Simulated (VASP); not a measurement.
# W in VASP: a series of runs, part 2 of 2

VASP 6.6.1. The steps go on from the part before.

## 6. Single point, LDA

Contents of INCAR:

```
SYSTEM = W
ALGO = Normal
DIPOL = 0.5 0.5 0.500
EDIFF = 1E-6
ENCUT = 520
GGA = CA
IDIPOL = 3
ISIF = 2
ISMEAR = -1
LASPH = .TRUE.
LCHARG = .TRUE.
LDIPOL = .TRUE.
LELF = .TRUE.
LREAL = .FALSE.
LVACPOTAV = .TRUE.
LVHAR = .TRUE.
LWAVE = .FALSE.
NBANDS = 43
NELM = 60
PREC = Accurate
SIGMA = 0.1
```

Contents of KPOINTS:

```
k-points
0
G
  14 14 1
  0 0 0
```

Contents of POSCAR:

```
W
1.0
    2.7149357195      0.0000000000      0.0000000000
   -0.9049785732      2.5596659437      0.0000000000
    0.0000000000      0.0000000000     24.8669000000
W
5
Direct
    0.0000000000      0.0000000000      0.3217119359
    0.5000000000      0.5000000000      0.4108559677
    0.0000000000      0.0000000000      0.5000000000
    0.5000000000      0.5000000000      0.5891440323
    0.0000000000      0.0000000000      0.6782880641
```

Potentials or basis: VASP PAW LDA potentials, release 64 (W_sv).

Launch:

```console
cat potpaw_LDA.64/W_sv/POTCAR > POTCAR
mpirun -np 1 vasp_std > vasp.out
```

OUTCAR:

```text
SYSTEM = W
   EDIFF = 1E-6
   ENCUT = 520
   GGA = CA
   ISIF = 2
   ISMEAR = -1
   LASPH = .TRUE.
   LREAL = .FALSE.
   NELM = 60
   PREC = Accurate

 ion  position               nearest neighbor table
   1  0.000  0.000  0.322-   2 2.71   2 2.71   2 3.13   2 3.13
   2  0.500  0.500  0.411-   1 2.71   1 2.71   3 2.71   3 2.71   1 3.13   1 3.13   3 3.13   3 3.13

   3  0.000  0.000  0.500-   2 2.71   4 2.71   2 2.71   4 2.71   2 3.13   4 3.13   2 3.13   4 3.13

   4  0.500  0.500  0.589-   5 2.71   5 2.71   3 2.71   3 2.71   5 3.13   5 3.13   3 3.13   3 3.13

   5  0.000  0.000  0.678-   4 2.71   4 2.71   4 3.13   4 3.13

  LATTYP: Found a base centered orthorhombic cell.
 ALAT       =     3.1349377370
 B/A-ratio  =     1.4142135624
[... 1310 lines left out ...]
  Total       -4.5755315     -4.8792614     -2.2998660     -0.4295389      0.0000000      0.0000000
  in kB      -42.4216584    -45.2376645    -21.3230156     -3.9824340      0.0000000      0.0000000
  external PRESSURE =     -36.3274462 kB  Pullay stress =       0.0000000 kB

 VOLUME and BASIS-vectors are now :
 -----------------------------------------------------------------------------
  energy-cutoff  :      520.00
  volume of cell :      172.81
      direct lattice vectors                 reciprocal lattice vectors
     2.714935720  0.000000000  0.000000000     0.368332846  0.130225327  0.000000000
    -0.904978573  2.559665944  0.000000000     0.000000000  0.390675980  0.000000000
     0.000000000  0.000000000 24.866900000     0.000000000  0.000000000  0.040214100

 POSITION                                       TOTAL-FORCE (eV/Angst)
 -----------------------------------------------------------------------------------
      0.00000      0.00000      7.99998        -0.000000      0.000000      0.590496
      0.90498      1.27983     10.21671         0.000000     -0.000000     -0.675270
      0.00000      0.00000     12.43345         0.000000      0.000000      0.000000
      0.90498      1.27983     14.65019         0.000000      0.000000      0.675270
      0.00000      0.00000     16.86692        -0.000000      0.000000     -0.590496
 -----------------------------------------------------------------------------------
    total drift:                               -0.000000      0.000000      0.000000

  FREE ENERGIE OF THE ION-ELECTRON SYSTEM (eV)
  ---------------------------------------------------
  free  energy   TOTEN  =       -67.3705228984 eV

  energy  without entropy=      -67.2498884808  energy(sigma->0) =      -67.31020569

 vacuum level on the upper side and lower side of the slab         7.626         7.626
```

OSZICAR:

```text
N       E                     dE             d eps       ncg     rms          rms(c)
DAV:   1     0.900214184463E+03    0.90021E+03   -0.44579E+04  5638   0.166E+03
DAV:   2    -0.311571697539E+02   -0.93137E+03   -0.91593E+03  5537   0.528E+02
DAV:   3    -0.697518398042E+02   -0.38595E+02   -0.37527E+02  6033   0.109E+02
[... 18 lines left out ...]
DAV:  22    -0.673705086953E+02   -0.11986E-04   -0.10264E-06  3519   0.605E-03    0.145E-03
DAV:  23    -0.673705182528E+02   -0.95575E-05   -0.60681E-07  3191   0.380E-03    0.121E-03
DAV:  24    -0.673705204826E+02   -0.22298E-05   -0.92787E-08  2923   0.201E-03    0.660E-04
DAV:  25    -0.673705226719E+02   -0.21893E-05   -0.13956E-07  2985   0.165E-03    0.118E-04
DAV:  26    -0.673705228984E+02   -0.22650E-06   -0.23091E-08  2772   0.719E-04
   1 F= -.67370523E+02 E0= -.67310206E+02  d E =-.120634E+00
```

stdout:

```text
POSCAR found type information on POSCAR W
 POSCAR found :  1 types and       5 ions
 scaLAPACK will be used
 LDA part: xc-table for (Slater(with rela. corr.)+CA(PZ))
 , standard interpolation
 POSCAR, INCAR and KPOINTS ok, starting setup
 FFT: planning ... GRIDC
 FFT: planning ... GRID_SOFT
 FFT: planning ... GRID
 WAVECAR not read
 entering main loop
 -----------------------------------------------------------------------------
|                                                                             |
|           W    W    AA    RRRRR   N    N  II  N    N   GGGG   !!!           |
|           W    W   A  A   R    R  NN   N  II  NN   N  G    G  !!!           |
|           W    W  A    A  R    R  N N  N  II  N N  N  G       !!!           |
|           W WW W  AAAAAA  RRRRR   N  N N  II  N  N N  G  GGG   !            |
|           WW  WW  A    A  R   R   N   NN  II  N   NN  G    G                |
|           W    W  A    A  R    R  N    N  II  N    N   GGGG   !!!           |
|                                                                             |
|     Did not find any points to average over, which means that no vacuum     |
|     field-free region was found. Please increase the size of  your cell     |
|     in the dimension of the dipole correction to obtain accurate            |
|     workfunction values.                                                    |
|                                                                             |
 -----------------------------------------------------------------------------
```

It took 9.1 min on 1 thread of Intel Xeon 6975P-C (Granite Rapids), shared host; peak memory 0.41 GiB.

Results:

```yaml
Free_energy: -67.3705 eV
Largest_force: 0.675 eV/Å
Band_gap_on_the_k_mesh: zero (band 35 reaches 3.86 eV, above the bottom of band 36 at 1.69 eV)
```

Forces in eV/Å, atoms in the order of the input:
```
W    0.000  0.000  0.590
W    0.000  0.000 -0.675
W    0.000  0.000  0.000
W    0.000  0.000  0.675
W    0.000  0.000 -0.590
```

Levels at points of the mesh, in eV from the Fermi level:
```csv
k point,band 31,band 32,band 33,band 34,band 35,band 36,band 37,band 38,band 39,band 40
"(0.00, 0.00, 0.00)",-1.52,-1.49,-1.36,-1.34,-0.96,-0.14,0.19,0.70,1.58,1.75
"(0.50, 0.00, 0.00)",-1.81,-1.12,-0.58,0.67,1.39,1.80,1.85,1.94,2.28,2.31
"(0.50, 0.50, 0.00)",-1.53,-0.31,0.41,0.58,0.92,1.64,1.90,1.97,2.06,4.06
```

Caveat: spin-orbit coupling is left out, which moves the levels of the heavy elements.
